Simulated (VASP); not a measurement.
# Li2Se (Fm-3m) in VASP: a series of runs, part 2 of 2

VASP 6.6.1. The steps go on from the part before.

**4. Electric field gradients, r2SCAN (14.94 Å³/atom)**

This run uses another cell than the first one, of 14.94 Å³/atom.

File POSCAR:

```
Li2Se
1.0
    0.0000000000      2.8191122045      2.8191122045
    2.8191122045      0.0000000000      2.8191122045
    2.8191122045      2.8191122045      0.0000000000
Li Se
2 1
Direct
    0.7500000000      0.7500000000      0.7500000000
    0.2500000000      0.2500000000      0.2500000000
    0.0000000000      0.0000000000      0.0000000000
```

File INCAR.step1:

```
SYSTEM = Li2Se
  PREC = Accurate
  ENCUT = 720
  ISMEAR = -1
  SIGMA = 0.03
  LREAL = .FALSE.
  LASPH = .TRUE.
  NELM = 120
  NBANDS = 13
  GGA = PE
  ALGO = Normal
  EDIFF = 1E-5
  LWAVE = .TRUE.
  LCHARG = .FALSE.
  GGA_COMPAT = .FALSE.
```

File INCAR.step2:

```
SYSTEM = Li2Se
  PREC = Accurate
  ENCUT = 720
  EDIFF = 1E-8
  ISMEAR = -1
  SIGMA = 0.03
  LREAL = .FALSE.
  LASPH = .TRUE.
  NELM = 120
  ALGO = Normal
  ISIF = 2
  LWAVE = .FALSE.
  LCHARG = .FALSE.
  METAGGA = R2SCAN
  LMIXTAU = .TRUE.
  LEFG = .TRUE.
  NBANDS = 13
  ISTART = 1
  GGA_COMPAT = .FALSE.
```

File KPOINTS:

```
Automatic mesh
0
G
  8 8 8
  0 0 0
```

Potentials or basis: VASP PAW PBE potentials, release 64 (Li_sv, Se).

On the command line:

```console
> cat potpaw_PBE.64/Li_sv/POTCAR potpaw_PBE.64/Se/POTCAR > POTCAR
> cp INCAR.step1 INCAR
> mpirun -np 1 vasp_std > vasp.out
> cp INCAR.step2 INCAR
> mpirun -np 1 vasp_std > vasp.out
```

OUTCAR:

```text
SYSTEM = Li2Se
   PREC = Accurate
   ENCUT = 720
   EDIFF = 1E-8
   ISMEAR = -1
   LREAL = .FALSE.
   LASPH = .TRUE.
   NELM = 120
   ISIF = 2
   METAGGA = R2SCAN
   ISTART = 1

 ion  position               nearest neighbor table
   1  0.750  0.750  0.750-   3 2.44   3 2.44   3 2.44   3 2.44
   2  0.250  0.250  0.250-   3 2.44   3 2.44   3 2.44   3 2.44
   3  0.000  0.000  0.000-   1 2.44   1 2.44   1 2.44   1 2.44   2 2.44   2 2.44   2 2.44   2 2.44

  LATTYP: Found a face centered cubic cell.
 ALAT       =     5.6382244090

  Lattice vectors:

 A1 = (   0.0000000000,   2.8191122045,   2.8191122045)
 A2 = (   2.8191122045,   0.0000000000,   2.8191122045)
 A3 = (   2.8191122045,   2.8191122045,   0.0000000000)

Analysis of symmetry for initial positions (statically):
=====================================================================
 Subroutine PRICEL returns:
 Original cell was already a primitive cell.

[... 580 lines left out ...]
     2.819112205  2.819112205  0.000000000     0.177360801  0.177360801 -0.177360801

 POSITION                                       TOTAL-FORCE (eV/Angst)
 -----------------------------------------------------------------------------------
      4.22867      4.22867      4.22867         0.000000      0.000000      0.000000
      1.40956      1.40956      1.40956        -0.000000     -0.000000     -0.000000
      0.00000      0.00000      0.00000         0.000000     -0.000000      0.000000
 -----------------------------------------------------------------------------------
    total drift:                                0.000000      0.000000      0.000000

  FREE ENERGIE OF THE ION-ELECTRON SYSTEM (eV)
  ---------------------------------------------------
  free  energy   TOTEN  =       -23.2291837427 eV

  energy  without entropy=      -23.2291837427  energy(sigma->0) =      -23.22918374

 Electric field gradients (V/A^2)
---------------------------------------------------------------------
 ion       V_xx      V_yy      V_zz      V_xy      V_xz      V_yz
---------------------------------------------------------------------
   1       0.000     0.000     0.000     0.002     0.002     0.002
   2       0.000     0.000     0.000     0.002     0.002     0.002
   3      -0.000     0.000    -0.000     0.000     0.000     0.000
---------------------------------------------------------------------

 Electric field gradients after diagonalization (V/A^2)
 (convention: |V_zz| > |V_xx| > |V_yy|)
----------------------------------------------------------------------
 ion       V_xx      V_yy      V_zz     asymmetry (V_yy - V_xx)/ V_zz
----------------------------------------------------------------------
   1      -0.002    -0.002     0.004       0.000
   2      -0.002    -0.002     0.004       0.000
   3      -0.000    -0.000     0.000       0.000
----------------------------------------------------------------------

           NMR quadrupolar parameters

 Cq : quadrupolar parameter    Cq=e*Q*V_zz/h
 eta: asymmetry parameters     (V_yy - V_xx)/ V_zz
 Q  : nuclear electric quadrupole moment in mb (millibarn)
----------------------------------------------------------------------
 ion       Cq(MHz)       eta       Q (mb)
----------------------------------------------------------------------
   1       0.000       0.000       1.000
   2       0.000       0.000       1.000
   3       0.000       0.000       1.000
----------------------------------------------------------------------
```

Wall time 72 s (1 thread of Intel Xeon 6975P-C (Granite Rapids), shared host); peak memory 0.22 GiB.

Results:

* Free energy: -23.2292 eV
* Pressure: 8.4 GPa
* Band gap on the k mesh: 3.28 eV (least direct gap 5.04 eV)
* Largest electric field gradient by atom: zero within the noise of the run

Caveat: the cell stands under pressure; the PAW data sets were made with another functional, which shifts forces and pressure a little. A k mesh can miss the band edges.

**5. Electric field gradients, r2SCAN (17.57 Å³/atom)**

This run uses another cell than the first one, of 17.57 Å³/atom.

File POSCAR:

```
Li2Se
1.0
    0.0000000000      2.9760442648      2.9760442648
    2.9760442648      0.0000000000      2.9760442648
    2.9760442648      2.9760442648      0.0000000000
Li Se
2 1
Direct
    0.7500000000      0.7500000000      0.7500000000
    0.2500000000      0.2500000000      0.2500000000
    0.0000000000      0.0000000000      0.0000000000
```

File INCAR.step1:

```
SYSTEM = Li2Se
ALGO = Normal
EDIFF = 1E-5
ENCUT = 720
GGA = PE
GGA_COMPAT = .False.
ISMEAR = -1
LASPH = .True.
LCHARG = .False.
LREAL = .False.
LWAVE = .True.
NBANDS = 13
NELM = 120
PREC = Accurate
SIGMA = 0.03
```

File INCAR.step2:

```
SYSTEM = Li2Se
ALGO = Normal
EDIFF = 1E-8
ENCUT = 720
GGA_COMPAT = .False.
ISIF = 2
ISMEAR = -1
ISTART = 1
LASPH = .True.
LCHARG = .False.
LEFG = .True.
LMIXTAU = .True.
LREAL = .False.
LWAVE = .False.
METAGGA = R2SCAN
NBANDS = 13
NELM = 120
PREC = Accurate
SIGMA = 0.03
```

File KPOINTS:

```
k-points
0
Gamma
  8 8 8
  0 0 0
```

Potentials or basis: VASP PAW PBE potentials, release 64 (Li_sv, Se).

On the command line:

```console
> cat potpaw_PBE.64/Li_sv/POTCAR potpaw_PBE.64/Se/POTCAR > POTCAR
> cp INCAR.step1 INCAR
> mpirun -np 1 vasp_std > vasp.out
> cp INCAR.step2 INCAR
> mpirun -np 1 vasp_std > vasp.out
```

OUTCAR:

```text
SYSTEM = Li2Se
   EDIFF = 1E-8
   ENCUT = 720
   ISIF = 2
   ISMEAR = -1
   ISTART = 1
   LASPH = .True.
   LREAL = .False.
   METAGGA = R2SCAN
   NELM = 120
   PREC = Accurate

 ion  position               nearest neighbor table
   1  0.750  0.750  0.750-   3 2.58   3 2.58   3 2.58   3 2.58
   2  0.250  0.250  0.250-   3 2.58   3 2.58   3 2.58   3 2.58
   3  0.000  0.000  0.000-   1 2.58   1 2.58   1 2.58   1 2.58   2 2.58   2 2.58   2 2.58   2 2.58

  LATTYP: Found a face centered cubic cell.
 ALAT       =     5.9520885296

  Lattice vectors:

 A1 = (   0.0000000000,   2.9760442648,   2.9760442648)
 A2 = (   2.9760442648,   0.0000000000,   2.9760442648)
 A3 = (   2.9760442648,   2.9760442648,   0.0000000000)

Analysis of symmetry for initial positions (statically):
=====================================================================
 Subroutine PRICEL returns:
 Original cell was already a primitive cell.

 Routine SETGRP: Setting up the symmetry group for a
 face centered cubic supercell.

 Subroutine GETGRP returns: Found 48 space group operations
 (whereof 48 operations were pure point group operations)
 out of a pool of 48 trial point group operations.

The static configuration has the point symmetry O_h .

Analysis of symmetry for dynamics (positions and initial velocities):
=====================================================================
 Subroutine PRICEL returns:
 Original cell was already a primitive cell.

 Routine SETGRP: Setting up the symmetry group for a
 face centered cubic supercell.

[... 540 lines left out ...]
     10      10.1080      0.00000
     11      11.2436      0.00000
     12      12.6830      0.00000
     13      14.5351      0.00000

 [... further k-points ...]

------------------------ aborting loop because EDIFF is reached ----------------------------------------

  FORCE on cell =-STRESS in cart. coord.  units (eV):
  Direction    XX          YY          ZZ          XY          YZ          ZX
  --------------------------------------------------------------------------------------
  -------------------------------------------------------------------------------------
  Total        0.1487675      0.1487675      0.1487675     -0.0000000     -0.0000000      0.0000000
  in kB        4.5213747      4.5213747      4.5213747     -0.0000000     -0.0000000      0.0000000
  external PRESSURE =       4.5213747 kB  Pullay stress =       0.0000000 kB

 VOLUME and BASIS-vectors are now :
 -----------------------------------------------------------------------------
  energy-cutoff  :      720.00
  volume of cell :       52.72
      direct lattice vectors                 reciprocal lattice vectors
     0.000000000  2.976044265  2.976044265    -0.168008254  0.168008254  0.168008254
     2.976044265  0.000000000  2.976044265     0.168008254 -0.168008254  0.168008254
     2.976044265  2.976044265  0.000000000     0.168008254  0.168008254 -0.168008254

 POSITION                                       TOTAL-FORCE (eV/Angst)
 -----------------------------------------------------------------------------------
      4.46407      4.46407      4.46407         0.000000      0.000000      0.000000
      1.48802      1.48802      1.48802        -0.000000     -0.000000     -0.000000
      0.00000      0.00000      0.00000        -0.000000      0.000000     -0.000000
 -----------------------------------------------------------------------------------
    total drift:                                0.000000     -0.000000      0.000000

  FREE ENERGIE OF THE ION-ELECTRON SYSTEM (eV)
  ---------------------------------------------------
  free  energy   TOTEN  =       -23.4386714683 eV

  energy  without entropy=      -23.4386714683  energy(sigma->0) =      -23.43867147

 Electric field gradients (V/A^2)
---------------------------------------------------------------------
 ion       V_xx      V_yy      V_zz      V_xy      V_xz      V_yz
---------------------------------------------------------------------
   1       0.000     0.000    -0.000    -0.002    -0.002    -0.002
   2       0.000     0.000    -0.000    -0.002    -0.002    -0.002
   3      -0.000    -0.000    -0.000    -0.000    -0.000    -0.000
---------------------------------------------------------------------

 Electric field gradients after diagonalization (V/A^2)
 (convention: |V_zz| > |V_xx| > |V_yy|)
----------------------------------------------------------------------
 ion       V_xx      V_yy      V_zz     asymmetry (V_yy - V_xx)/ V_zz
----------------------------------------------------------------------
   1       0.002     0.002    -0.004       0.000
   2       0.002     0.002    -0.004       0.000
   3       0.000     0.000    -0.000       0.000
----------------------------------------------------------------------

           NMR quadrupolar parameters

 Cq : quadrupolar parameter    Cq=e*Q*V_zz/h
 eta: asymmetry parameters     (V_yy - V_xx)/ V_zz
 Q  : nuclear electric quadrupole moment in mb (millibarn)
----------------------------------------------------------------------
 ion       Cq(MHz)       eta       Q (mb)
----------------------------------------------------------------------
   1      -0.000       0.000       1.000
   2      -0.000       0.000       1.000
   3      -0.000       0.000       1.000
----------------------------------------------------------------------
```

OUTCAR.step1:

```text
SYSTEM = Li2Se
   EDIFF = 1E-5
   ENCUT = 720
   GGA = PE
   ISMEAR = -1
   LASPH = .True.
[... 608 lines left out ...]
      4.46407      4.46407      4.46407        -0.000000     -0.000000     -0.000000
      1.48802      1.48802      1.48802         0.000000      0.000000      0.000000
      0.00000      0.00000      0.00000         0.000000     -0.000000     -0.000000
 -----------------------------------------------------------------------------------
    total drift:                                0.000000     -0.000000      0.000000

  FREE ENERGIE OF THE ION-ELECTRON SYSTEM (eV)
  ---------------------------------------------------
  free  energy   TOTEN  =       -11.1268387202 eV

  energy  without entropy=      -11.1268387202  energy(sigma->0) =      -11.12683872
```

Wall time 87 s (1 thread of Intel Xeon 6975P-C (Granite Rapids), shared host); peak memory 0.26 GiB.

Results:

```yaml
Free_energy: -23.4387 eV
Pressure: 0.5 GPa
Band_gap_on_the_k_mesh: 3.44 eV (least direct gap 4.26 eV)
Largest_electric_field_gradient_by_atom: zero within the noise of the run
```

Levels at points of the mesh, in eV from the valence-band top:
```
           k point  band 4  band 5  band 6  band 7  band 8  band 9
(0.00, 0.00, 0.00)    0.00    0.00    0.00    4.26    6.32    6.32
(0.50, 0.00, 0.00)   -2.98   -0.54   -0.54    6.06    6.61    6.61
(0.50, 0.50, 0.00)   -2.31   -1.49   -1.49    3.44    7.05   11.50
```

Caveat: the PAW data sets were made with another functional, which shifts forces and pressure a little.

**6. Overview**

| cell | gap on the mesh (eV) | pressure (GPa) |
| --- | --- | --- |
| a = 3.340 Å, angles 60.0°, 3 atoms | 1.94 | 103.3 |
| a = 3.824 Å, angles 60.0°, 3 atoms | 3.07 | 19.5 |
| a = 3.987 Å, angles 60.0°, 3 atoms | 3.28 | 8.4 |
| a = 4.209 Å, angles 60.0°, 3 atoms | 3.44 | 0.5 |

Alike in all rows: task electric field gradients; level r2SCAN; potentials or basis VASP PAW PBE potentials, release 64 (Li_sv, Se); no spin polarisation; k mesh 8 × 8 × 8; cutoff (eV) 720; smearing fermi-dirac 0.03 eV.

Caveats: the PAW data sets were made with another functional, which shifts forces and pressure a little; the cell stands under pressure (at least some runs).

Absolute energies hang on the potentials; compare differences alone.
